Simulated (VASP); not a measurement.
# CdTeSe4 (P6/mmm) in VASP: further runs

Runs on CdTeSe4. Level: PBE. Tasks: single point, relaxation of cell and atoms.

Everything below comes from runs of VASP 6.6.1. Logs are shortened: lines on timing, memory, paths and dates and some standing lists are left out, and cuts for length are marked.

## (1) The cell of the first run

It takes space group P6/mmm (No. 191, hexagonal). Conventional cell: a = 4.718 Å, b = 4.718 Å, c = 7.494 Å, α = 90.00°, β = 90.00°, γ = 120.00°. Cd (site symmetry 6/mmm) has 12 Se at 3.31 Å and 2 Te at 3.75 Å within 4.4 Å. Te (site symmetry 6/mmm) has 12 Se at 3.30 Å and 2 Cd at 3.75 Å within 4.3 Å. Within 3.8 Å of Se (site symmetry 3m) lie 5 Se at 2.72 to 3.77 Å and 3 Te at 3.30 Å and 3 Cd at 3.31 Å.

The cell was built from a structure type or drawn by symmetry, and may not be a known phase.

## (2) Single point, PBE

File INCAR:

```
PREC = Accurate ; ENCUT = 520
EDIFF = 1E-6 ; ISMEAR = 0
SIGMA = 0.1 ; LREAL = False
LASPH = True ; NELM = 100
ALGO = Normal ; ISIF = 2
LWAVE = False ; LCHARG = False
GGA = PE ; NBANDS = 30
```

File KPOINTS:

```
regular mesh
0
Gamma
  6 6 2
```

File POSCAR:

```
CdTeSe4
1.0
    4.7177941810      0.0000000024      0.0000000000
   -2.3588970926      4.0857296094      0.0000000000
    0.0000000000      0.0000000000      7.4936703317
Cd Te Se
1 1 4
Direct
    0.0000000000      0.0000000000      0.0000000000
    0.0000000000      0.0000000000      0.5000000000
    0.3333333333      0.6666666667      0.7481571163
    0.6666666667      0.3333333333      0.7481571163
    0.6666666667      0.3333333333      0.2518428837
    0.3333333333      0.6666666667      0.2518428837
```

Potentials or basis: VASP PAW PBE potentials, release 64 (Cd, Te, Se).

Started as:

```console
$ cat potpaw_PBE.64/Cd/POTCAR potpaw_PBE.64/Te/POTCAR potpaw_PBE.64/Se/POTCAR > POTCAR
$ mpirun -np 1 vasp_std > vasp.out
```

OUTCAR:

```text
PREC = Accurate
   ENCUT = 520
   EDIFF = 1E-6
   ISMEAR = 0
   LREAL = False
   LASPH = True
   NELM = 100
   ISIF = 2
   GGA = PE

 ion  position               nearest neighbor table
   1  0.000  0.000  0.000-
   2  0.000  0.000  0.500-
   3  0.333  0.667  0.748-   4 2.72   4 2.72   4 2.72
   4  0.667  0.333  0.748-   3 2.72   3 2.72   3 2.72
   5  0.667  0.333  0.252-   6 2.72   6 2.72   6 2.72
   6  0.333  0.667  0.252-   5 2.72   5 2.72   5 2.72

  LATTYP: Found a hexagonal cell.
 ALAT       =     4.7177941810
 C/A-ratio  =     1.5883843263

  Lattice vectors:

 A1 = (   4.7177941810,   0.0000000024,   0.0000000000)
 A2 = (  -2.3588970926,   4.0857296094,   0.0000000000)
 A3 = (   0.0000000000,   0.0000000000,   7.4936703317)

Analysis of symmetry for initial positions (statically):
=====================================================================
 Subroutine PRICEL returns:
 Original cell was already a primitive cell.

 Routine SETGRP: Setting up the symmetry group for a
 hexagonal supercell.

 Subroutine GETGRP returns: Found 24 space group operations
 (whereof 24 operations were pure point group operations)
 out of a pool of 24 trial point group operations.

The static configuration has the point symmetry D_6h.

Analysis of symmetry for dynamics (positions and initial velocities):
=====================================================================
 Subroutine PRICEL returns:
 Original cell was already a primitive cell.

 Routine SETGRP: Setting up the symmetry group for a
 hexagonal supercell.

 Subroutine GETGRP returns: Found 24 space group operations
 (whereof 24 operations were pure point group operations)
 out of a pool of 24 trial point group operations.

The dynamic configuration has the point symmetry D_6h.

 Subroutine INISYM returns: Found 24 space group operations
 (whereof 24 operations are pure point group operations),
 and found     1 'primitive' translations

----------------------------------------------------------------------------------------

                                     Primitive cell

  volume of cell :     144.4452

  direct lattice vectors                    reciprocal lattice vectors
     4.717794181  0.000000002  0.000000000     0.211963465  0.122377163  0.000000000
    -2.358897093  4.085729609  0.000000000    -0.000000000  0.244754327  0.000000000
     0.000000000  0.000000000  7.493670332     0.000000000  0.000000000  0.133445956

  length of vectors
     4.717794181  4.717794181  7.493670332     0.244754327  0.244754327  0.133445956

  position of ions in fractional coordinates (direct lattice)
     0.000000000  0.000000000  0.000000000
     0.000000000  0.000000000  0.500000000
     0.333333333  0.666666667  0.748157116
     0.666666667  0.333333333  0.748157116
     0.666666667  0.333333333  0.251842884
     0.333333333  0.666666667  0.251842884

  ion indices of the primitive-cell ions
   primitive index   ion index
                 1           1
                 2           2
                 3           3
                 4           4
                 5           5
                 6           6

----------------------------------------------------------------------------------------

 KPOINTS: regular mesh

Automatic generation of k-mesh.
 Grid dimensions read from file:
 generate k-points for:    6    6    2

 Generating k-lattice:

  Cartesian coordinates                     Fractional coordinates (reciprocal lattice)
     0.035327244  0.020396194  0.000000000     0.166666667  0.000000000  0.000000000
    -0.000000000  0.040792388  0.000000000    -0.000000000  0.166666667  0.000000000
     0.000000000  0.000000000  0.066722978     0.000000000  0.000000000  0.500000000

  Length of vectors
     0.040792388  0.040792388  0.066722978

  Shift w.r.t. Gamma in fractional coordinates (k-lattice)
     0.000000000  0.000000000  0.000000000

 Subroutine IBZKPT returns following result:
 ===========================================

 Found     14 irreducible k-points:

 Following reciprocal coordinates:
            Coordinates               Weight
  0.000000  0.000000  0.000000      1.000000
  0.166667  0.000000  0.000000      6.000000
  0.333333  0.000000  0.000000      6.000000
  0.500000  0.000000  0.000000      3.000000
  0.166667  0.166667  0.000000      6.000000
  0.333333  0.166667  0.000000     12.000000
  0.333333  0.333333  0.000000      2.000000
  0.000000  0.000000  0.500000      1.000000
  0.166667  0.000000  0.500000      6.000000
  0.333333  0.000000  0.500000      6.000000
  0.500000  0.000000  0.500000      3.000000
  0.166667  0.166667  0.500000      6.000000
  0.333333  0.166667  0.500000     12.000000
  0.333333  0.333333  0.500000      2.000000
   k-points           NKPTS =     14   k-points in BZ     NKDIM =     14   number of bands    NBANDS=     30
   number of dos      NEDOS =    301   number of ions     NIONS =      6
   total plane-waves  NPLWV =  72576
   dimension x,y,z NGX =    36 NGY =   36 NGZ =   56
   dimension x,y,z NGXF=    72 NGYF=   72 NGZF=  112
   ions per type =               1   1   4
   NGX,Y,Z   is equivalent  to a cutoff of  12.69, 12.69, 12.42 a.u.
   NGXF,Y,Z  is equivalent  to a cutoff of  25.37, 25.37, 24.85 a.u.
 SYSTEM =  unknown system
   PREC   = accura    normal or accurate (medium, high low for compatibility)
   ISTART =      0    job   : 0-new  1-cont  2-samecut
   ICHARG =      2    charge: 1-file 2-atom 10-const
   ISPIN  =      1    spin polarized calculation?
   LNONCOLLINEAR =      F non collinear calculations
   LSORBIT =      F    spin-orbit coupling
   LASPH  =      T    aspherical Exc in radial PAW
   ENCUT  =  520.0 eV  38.22 Ry    6.18 a.u.   8.77  8.77 13.93*2*pi/ulx,y,z
   NELM   =    100;   NELMIN=  2; NELMDL= -5     # of ELM steps
   EDIFF  = 0.1E-05   stopping-criterion for ELM
   LREAL  =      F    real-space projection
   EDIFFG = 0.1E-04   stopping-criterion for IOM
   NSW    =      0    number of steps for IOM
   IBRION =     -1    ionic relax: 0-MD 1-quasi-New 2-CG
   NFREE  =      0    steps in history (QN), initial steepest desc. (CG)
   ISIF   =      2    stress and relaxation
   ISYM   =      2    0-nonsym 1-usesym 2-fastsym
   POTIM  = 0.5000    time-step for ionic-motion
   TEBEG  =    0.0;   TEEND  =   0.0 temperature during run
   PSTRESS=    0.0 pullay stress
   NELECT =      42.0000    total number of electrons
   NUPDOWN=      -1.0000    fix difference up-down
   EMIN   =  10.00;   EMAX   =-10.00  energy-range for DOS
   EFERMI =   0.00;   METHOD = LEGACY
   ISMEAR =     0;   SIGMA  =   0.10  broadening in eV -4-tet -1-fermi 0-gaus
   EFERMI_NEDOS =   21; number of points for ismear=-14 and -15
   IALGO  =     38    algorithm
   IMIX   =      4    mixing-type and parameters
     AMIX     =   0.40;   BMIX     =  1.00
     AMIX_MAG =   1.60;   BMIX_MAG =  1.00
  volume/ion in A,a.u.               =      24.07       162.46
  Fermi-wavevector in a.u.,A,eV,Ry     =   1.084568  2.049537 16.004372  1.176288
  Thomas-Fermi vector in A             =   2.220661
   LORBIT       =      0    0 simple, 1 ext, 2 COOP (PROOUT), +10 PAW based schemes
   GGA     = PE    functional components
   LHFCALC =     F    Hartree Fock is set to
   AEXX    =    0.0000 exact exchange contribution
   IVDW    =     0    specifies the selected vdW correction
   LEPSILON=     F    determine dielectric tensor
   LRPA    =     F    only Hartree local field effects (RPA)
 non-spin polarized calculation
 Gauss-broadening in eV      SIGMA  =   0.10
  energy-cutoff  :      520.00
  volume of cell :      144.45
 maximum number of plane-waves:      3912
 NGX is ok and might be reduce to    36
   NGX = 17   NGY = 17   NGZ = 27

 number of electron      41.9999991 magnetization

 Free energy of the ion-electron system (eV)
  ---------------------------------------------------
  ext. energy  EPLUGINS =         0.00000000
  ---------------------------------------------------
  free energy    TOTEN  =       -15.68986290 eV

  energy without entropy =      -15.66408738  energy(sigma->0) =      -15.67697514

 E-fermi :   4.6712     XC(G=0): -10.0214

 val. band max:        4.6419961869   @ k =   0.3333   0.0000   0.5000
 cond. band min:       4.6713269123   @ k =   0.3333   0.1667   0.0000
 fundamental gap:      0.0293307254
 Fermi energy:         4.6712019417

 k-point     1 :       0.0000    0.0000    0.0000
  band No.  band energies     occupation
      1     -10.6614      2.00000
      2     -10.0506      2.00000
      3      -6.2549      2.00000
      4      -6.0911      2.00000
      5      -5.9650      2.00000
      6      -3.7042      2.00000
[... 22 lines left out ...]
     29       9.8845      0.00000
     30      10.8742      0.00000

 k-point     2 :       0.1667    0.0000    0.0000
  band No.  band energies     occupation
      1     -10.4701      2.00000
      2      -9.8862      2.00000
      3      -6.7006      2.00000
      4      -6.3798      2.00000
      5      -6.1213      2.00000
      6      -3.7114      2.00000
[... 22 lines left out ...]
     29      10.1802      0.00000
     30      10.5342      0.00000

 k-point     3 :       0.3333    0.0000    0.0000
  band No.  band energies     occupation
      1      -9.9320      2.00000
      2      -9.4348      2.00000
      3      -7.6722      2.00000
      4      -7.2578      2.00000
      5      -6.1977      2.00000
      6      -3.7404      2.00000
[... 22 lines left out ...]
     29      10.2263      0.00000
     30      11.0257      0.00000

 k-point     4 :       0.5000    0.0000    0.0000
  band No.  band energies     occupation
      1      -9.4002      2.00000
      2      -9.0341      2.00000
      3      -8.3972      2.00000
      4      -7.8444      2.00000
      5      -6.2419      2.00000
      6      -3.7551      2.00000
[... 22 lines left out ...]
     29       9.9915      0.00000
     30      10.4917      0.00000

 k-point     5 :       0.1667    0.1667    0.0000
  band No.  band energies     occupation
      1     -10.1020      2.00000
      2      -9.5727      2.00000
      3      -7.3528      2.00000
      4      -7.0173      2.00000
      5      -6.2471      2.00000
      6      -3.6945      2.00000
[... 22 lines left out ...]
     29      10.2199      0.00000
     30      10.4496      0.00000

 k-point     6 :       0.3333    0.1667    0.0000
  band No.  band energies     occupation
      1      -9.4616      2.00000
      2      -9.0447      2.00000
      3      -8.2257      2.00000
      4      -7.8226      2.00000
      5      -6.4295      2.00000
      6      -3.7035      2.00000
[... 22 lines left out ...]
     29       9.5970      0.00000
     30      11.2939      0.00000

 k-point     7 :       0.3333    0.3333    0.0000
  band No.  band energies     occupation
      1      -8.8304      2.00000
      2      -8.8304      2.00000
      3      -8.4712      2.00000
      4      -8.4712      2.00000
      5      -6.6560      2.00000
      6      -3.6385      2.00000
[... 22 lines left out ...]
     29       9.3860      0.00000
     30      11.1190      0.00000

 k-point     8 :       0.0000    0.0000    0.5000
  band No.  band energies     occupation
      1     -10.5065      2.00000
      2     -10.2531      2.00000
      3      -6.1253      2.00000
      4      -6.1051      2.00000
      5      -5.9649      2.00000
      6      -3.7053      2.00000
[... 22 lines left out ...]
     29      10.6322      0.00000
     30      10.6730      0.00000

 k-point     9 :       0.1667    0.0000    0.5000
  band No.  band energies     occupation
      1     -10.3189      2.00000
      2     -10.0809      2.00000
      3      -6.5559      2.00000
      4      -6.5400      2.00000
      5      -6.0248      2.00000
      6      -3.7152      2.00000
[... 22 lines left out ...]
     29      10.2912      0.00000
     30      11.2118      0.00000

 k-point    10 :       0.3333    0.0000    0.5000
  band No.  band energies     occupation
      1      -9.7906      2.00000
      2      -9.6073      2.00000
      3      -7.5281      2.00000
      4      -7.4334      2.00000
      5      -6.1333      2.00000
      6      -3.7482      2.00000
[... 22 lines left out ...]
     29      10.1026      0.00000
     30      12.1719      0.00000

 k-point    11 :       0.5000    0.0000    0.5000
  band No.  band energies     occupation
      1      -9.2704      2.00000
      2      -9.1800      2.00000
      3      -8.2507      2.00000
      4      -8.0380      2.00000
      5      -6.1823      2.00000
      6      -3.7654      2.00000
[... 22 lines left out ...]
     29      10.4187      0.00000
     30      11.5389      0.00000

 k-point    12 :       0.1667    0.1667    0.5000
  band No.  band energies     occupation
      1      -9.9572      2.00000
      2      -9.7530      2.00000
      3      -7.2013      2.00000
      4      -7.1842      2.00000
      5      -6.1945      2.00000
      6      -3.6984      2.00000
[... 22 lines left out ...]
     29       9.8300      0.00000
     30      11.6269      0.00000

 k-point    13 :       0.3333    0.1667    0.5000
  band No.  band energies     occupation
      1      -9.3264      2.00000
      2      -9.2015      2.00000
      3      -8.0811      2.00000
      4      -7.9919      2.00000
      5      -6.3941      2.00000
      6      -3.6987      2.00000
[... 22 lines left out ...]
     29      10.2889      0.00000
     30      12.2229      0.00000

 k-point    14 :       0.3333    0.3333    0.5000
  band No.  band energies     occupation
      1      -8.6933      2.00000
      2      -8.6933      2.00000
      3      -8.6245      2.00000
      4      -8.6245      2.00000
      5      -6.6323      2.00000
      6      -3.6838      2.00000
[... 22 lines left out ...]
     29      10.3601      0.00000
     30      12.7248      0.00000

------------------------ aborting loop because EDIFF is reached ----------------------------------------

  FORCE on cell =-STRESS in cart. coord.  units (eV):
  Direction    XX          YY          ZZ          XY          YZ          ZX
  --------------------------------------------------------------------------------------
  -------------------------------------------------------------------------------------
  Total        0.3459190      0.3459190      0.1942686     -0.0000000      0.0000000      0.0000000
  in kB        3.8369120      3.8369120      2.1548154     -0.0000000      0.0000000      0.0000000
  external PRESSURE =       3.2762131 kB  Pullay stress =       0.0000000 kB

 VOLUME and BASIS-vectors are now :
 -----------------------------------------------------------------------------
  energy-cutoff  :      520.00
  volume of cell :      144.45
      direct lattice vectors                 reciprocal lattice vectors
     4.717794181  0.000000002  0.000000000     0.211963465  0.122377163  0.000000000
    -2.358897093  4.085729609  0.000000000    -0.000000000  0.244754327  0.000000000
     0.000000000  0.000000000  7.493670332     0.000000000  0.000000000  0.133445956

 POSITION                                       TOTAL-FORCE (eV/Angst)
 -----------------------------------------------------------------------------------
      0.00000      0.00000      0.00000        -0.000000      0.000000      0.000000
      0.00000      0.00000      3.74684        -0.000000      0.000000      0.000000
     -0.00000      2.72382      5.60644         0.000000     -0.000000      0.013073
      2.35890      1.36191      5.60644        -0.000000      0.000000      0.013073
      2.35890      1.36191      1.88723        -0.000000      0.000000     -0.013073
     -0.00000      2.72382      1.88723         0.000000     -0.000000     -0.013073
 -----------------------------------------------------------------------------------
    total drift:                               -0.000000     -0.000000      0.000000

  FREE ENERGIE OF THE ION-ELECTRON SYSTEM (eV)
  ---------------------------------------------------
  free  energy   TOTEN  =       -15.6898628963 eV

  energy  without entropy=      -15.6640873803  energy(sigma->0) =      -15.67697514
```

It took 64 s on 1 thread of Intel Xeon Platinum 8488C (Sapphire Rapids), shared host; peak memory 0.28 GiB.

Results:

- Free energy: -15.6899 eV
- Pressure: 0.3 GPa
- Largest force: 0.013 eV/Å
- Band gap on the k mesh: zero (bands 21 and 22 overlap by 1.20 eV)

Forces on the atoms (eV/Å):
```
Cd   0.000  0.000  0.000
Te   0.000  0.000  0.000
Se   0.000  0.000  0.013
Se   0.000  0.000  0.013
Se   0.000  0.000 -0.013
Se   0.000  0.000 -0.013
```

Levels at points of the mesh, in eV from the Fermi level:
| k point | band 18 | band 19 | band 20 | band 21 | band 22 | band 23 | band 24 | band 25 |
| --- | --- | --- | --- | --- | --- | --- | --- | --- |
| (0.00, 0.00, 0.00) | -2.96 | -1.11 | -0.97 | -0.52 | -0.52 | 0.57 | 0.84 | 1.00 |
| (0.50, 0.00, 0.00) | -0.95 | -0.83 | -0.63 | 0.47 | 0.51 | 0.62 | 1.14 | 1.56 |
| (0.00, 0.00, 0.50) | -2.79 | -2.00 | -1.16 | -1.16 | -0.30 | -0.19 | 1.82 | 1.82 |
| (0.50, 0.00, 0.50) | -1.71 | -0.66 | 0.07 | 0.16 | 0.39 | 0.82 | 1.62 | 1.76 |

Caveat: the k points lie up to 0.42 Å⁻¹ apart, too coarse for converged energies and pressures of a metal; spin-orbit coupling is left out, which moves the levels of the heavy elements.

(Continued in part 2 of 2.)
